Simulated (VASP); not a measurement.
Crystal: Nb2B.

```
Nb B
1.0
     4.40760    0.00000    0.00000
    -2.20380    3.81710    0.00000
     0.00000    0.00000    2.66855
Nb B
2 1
Direct
  0.33333 0.66667 0.50000
  0.66667 0.33333 0.50000
  0.00000 0.00000 0.00000
```

Base run:

```yaml
Program: VASP 6.6.1
Functional: r2SCAN
Potentials_or_basis: VASP PAW PBE potentials, release 64 (Nb_sv, B)
Cutoff: 520 eV
k_mesh: 7 × 7 × 10
Occupations: fermi-dirac, width 0.05 eV
Spin: no spin polarisation
```

Its results: band gap on the k mesh zero (an odd number of electrons rules out a gap without spin polarisation); pressure -1.3 GPa.

Task: The run is repeated on the same cell with these changes: hubbard terms from none to Nb d U = 3.0 eV. What comes out?

Result: Band gap on the k mesh zero (an odd number of electrons rules out a gap without spin polarisation); pressure 5.9 GPa.

Caveats: the PAW data sets were made with another functional, which shifts forces and pressure a little; the cell stands under pressure (at least some runs); U without spin polarisation on a metal has little footing (at least some runs); the U is typed as a test and isn't derived for this compound (at least some runs).
